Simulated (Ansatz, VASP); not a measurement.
# BP in VASP and in Ansatz

```
P B
1.0
     0.00000    2.26900    2.26900
     2.26900    0.00000    2.26900
     2.26900    2.26900    0.00000
P B
1 1
Direct
  0.75000 0.75000 0.75000
  0.00000 0.00000 0.00000
```

Alike in both runs: task relaxation of cell and atoms; functional LDA; k mesh 10 × 10 × 10; occupations fermi-dirac, width 0.05 eV; no spin polarisation.

```csv
,VASP,Ansatz
version,VASP 6.6.1,Ansatz 0.2.0
potentials or method,"VASP PAW LDA potentials, release 64 (P, B)",Ansatz PAW
plane-wave cutoff (eV),600,420
valence electrons in the cell,8,8
```

|  | VASP | Ansatz | Ansatz less VASP |
| --- | --- | --- | --- |
| gap on the k mesh at the Fermi level, each at its own relaxed structure (eV) | 1.15 | 1.15 | +0.001 |
| relaxed volume (Å³/atom) | 11.31 | 11.32 | +0.008 |
| relaxed cell length with the largest relative difference (Å) | 3.175 | 3.175 | +0.0008 |

LDA's correlation is that of Perdew and Zunger in VASP and of Perdew and Wang (1992) in Ansatz.

Noted on Ansatz's run: the plane-wave basis is chosen anew once the cell has moved, so the energies of steps on either side of that aren't comparable.
